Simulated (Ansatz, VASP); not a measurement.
## Two plane-wave programs on Na3TeH

```
Na Te H
1.0
     4.64203    0.00000    0.00000
     0.00000    4.64203    0.00000
     0.00000    0.00000    4.64203
Na Te H
3 1 1
Cartesian
  2.3210 0.0000 2.3210
  0.0000 2.3210 2.3210
  2.3210 2.3210 0.0000
  0.0000 0.0000 0.0000
  2.3210 2.3210 2.3210
```

Alike in both runs: functional PBE; dispersion D3(BJ); k mesh 6 × 6 × 6; occupations gaussian, width 0.02 eV; no spin polarisation.

Ansatz relaxed the structure, and its values are those at the end. VASP's run is a single point on that final structure, the one shown.

```csv
,VASP,Ansatz
version,VASP 6.6.1,Ansatz 0.2.0
potentials or method,"VASP PAW PBE potentials, release 64 (Na_pv, Te, H), cutoff 520 eV","scalar-relativistic, plane waves, PAW"
valence electrons in the cell,28,44
```

```csv
,VASP,Ansatz,Ansatz less VASP
gap on the k mesh at the Fermi level (eV),2.87,2.87,+0.002
least direct gap on the mesh (eV),3.07,3.07,+0.002
pressure (GPa),0.1,0.0,-0.06
```

VASP's potentials hold 28 valence electrons a cell and Ansatz's 44, so a difference there can come from the potentials and not from the codes.

Neither program's run includes spin-orbit coupling.
